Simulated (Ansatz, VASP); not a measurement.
## One calculation of LiCl, two programs

```
Li Cl
1.0
     4.05486    0.00000    0.00000
     0.00000    5.17917    0.00000
    -1.23773    0.00000    4.03085
Li Cl
2 2
Direct
  0.41675 0.25000 0.66667
  0.41675 0.75000 0.66667
  0.66963 0.50000 0.66963
  0.92521 0.00000 0.11810
```

Alike in both runs: task relaxation of cell and atoms; functional PBE; k mesh 4 × 4 × 4; occupations gaussian, width 0.1 eV; no spin polarisation.

```csv
,VASP,Ansatz
version,VASP 6.6.1,Ansatz 0.2.0
potentials or method,"VASP PAW PBE potentials, release 64 (Li_sv, Cl), cutoff 600 eV","scalar-relativistic, plane waves, PAW"
valence electrons in the cell,20,20
```

Ansatz gave:

| Quantity | Value |
| --- | --- |
| gap on the k mesh at the Fermi level, each at its own relaxed structure (eV) | 6.21 |
| relaxed volume (Å³/atom) | 17.10 |
| relaxed cell length with the largest relative difference (Å) | 3.607 |

Problem. Which values does VASP return?

Solution. gap on the k mesh at the Fermi level, each at its own relaxed structure (eV): 6.22; relaxed volume (Å³/atom): 17.06; relaxed cell length with the largest relative difference (Å): 3.599.

Noted on VASP's run: the cutoff is short for stress, so the pressure is rough; the volume moved by over 15 % at a fixed basis, so the end points are rough.
